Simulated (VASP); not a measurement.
Write the native input for VASP 6.6.1 that does the following.

* Task: electric field gradients
* Functional: PBE
* Potentials or basis: VASP PAW PBE potentials, release 64 (Li_sv, F)
* Cutoff: 520 eV
* k mesh: 10 × 10 × 10
* Occupations: fermi-dirac, width 0.03 eV
* Spin: no spin polarisation
* Dipole correction: no
* Further INCAR settings: ALGO = Normal; EDIFF = 1e-08; NBANDS = 12

The structure of LiF lies in POSCAR:

```
LiF
1.0
    0.0000000000      2.0535002244      2.0535002244
    2.0535002244      0.0000000000      2.0535002244
    2.0535002244      2.0535002244      0.0000000000
Li F
1 1
Direct
    0.0000000000      0.0000000000      0.0000000000
    0.5000000000      0.5000000000      0.5000000000
```

This cell differs from its parent crystal: volume scaled by 1.06.

One way to write it, as run:

INCAR

```
SYSTEM = LiF
  ALGO = Normal
  EDIFF = 1E-8
  ENCUT = 520
  GGA = PE
  ISIF = 2
  ISMEAR = -1
  LASPH = .True.
  LCHARG = .False.
  LEFG = .True.
  LREAL = .False.
  LWAVE = .False.
  NBANDS = 12
  NELM = 60
  PREC = Accurate
  SIGMA = 0.03
```

KPOINTS

```
k-points
0
Gamma
  10 10 10
  0 0 0
```

Potentials or basis: VASP PAW PBE potentials, release 64 (Li_sv, F).

The run is started by

```console
$ cat potpaw_PBE.64/Li_sv/POTCAR potpaw_PBE.64/F/POTCAR > POTCAR
$ mpirun -np 1 vasp_std > vasp.out
```

It gave:

- Band gap on the k mesh: 8.59 eV, direct

Caveat: without QUAD_EFG the Cq values of the log hold for a quadrupole moment of 1 mb, not for the nuclei.

Run time: 7.8 s on 1 thread of Intel(R) Xeon(R) Platinum 8259CL CPU @ 2.50GHz (Skylake/Cascade Lake) (shared host), peak memory 0.13 GiB.
